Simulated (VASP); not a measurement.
A run of VASP 6.6.1 is set up as follows.

File INCAR:

```
SYSTEM = Tm3ZrO
ALGO     = Normal         ! electronic algorithm
EDIFF    = 1E-6           ! SCF threshold, eV
ENCUT    = 600            ! plane-wave cutoff, eV
GGA      = PE             ! functional
GGA_COMPAT= .FALSE.      
ISIF     = 2              ! what is computed and relaxed
ISMEAR   = 0              ! smearing method
LASPH    = .TRUE.         ! aspherical terms in the spheres
LCHARG   = .FALSE.        ! write CHGCAR
LMAXMIX  = 6              ! l up to which the mixer works
LREAL    = .FALSE.        ! projectors in reciprocal space
LWAVE    = .FALSE.        ! write WAVECAR
NBANDS   = 30             ! bands
NELM     = 200            ! most SCF steps
PREC     = Accurate       ! precision mode
SIGMA    = 0.1            ! smearing width, eV
```

KPOINTS

```
k-points
0
G
  4 4 4
  0 0 0
```

The input POSCAR:

```
Tm3ZrO
1.0
    4.7428901834      0.0000000000      0.0000000000
    0.0000000000      4.7428901834      0.0000000000
    0.0000000000      0.0000000000      4.7428901834
Tm Zr O
3 1 1
Direct
    0.5000000000      0.5000000000      0.0000000000
    0.0000000000      0.5000000000      0.5000000000
    0.5000000000      0.0000000000      0.5000000000
    0.0000000000      0.0000000000      0.0000000000
    0.5000000000      0.5000000000      0.5000000000
```

Potentials or basis: VASP PAW PBE potentials, release 64 (Tm_3, Zr_sv, O), 4f in core.

The run is started by

```console
$ cat potpaw_PBE.64/Tm_3/POTCAR potpaw_PBE.64/Zr_sv/POTCAR potpaw_PBE.64/O/POTCAR > POTCAR
$ mpirun -np 1 vasp_std > vasp.out
```

Task: Estimate the band gap on the k mesh.

Result: Zero (an odd number of electrons rules out a gap without spin polarisation).

Task: Estimate the pressure.

Result: 0.9 GPa.

Caveat: spin-orbit coupling is left out, which moves the levels of the heavy elements; the 4f electrons are frozen in the core, so they carry no moment and show no levels; an odd number of electrons without spin polarisation forces a metal; a magnetic or distorted state may lie lower; the run has no spin polarisation, though such a crystal can be magnetic. With open d or f shells a metallic result of PBE can be an artefact of self-interaction; +U or a hybrid may open a gap.
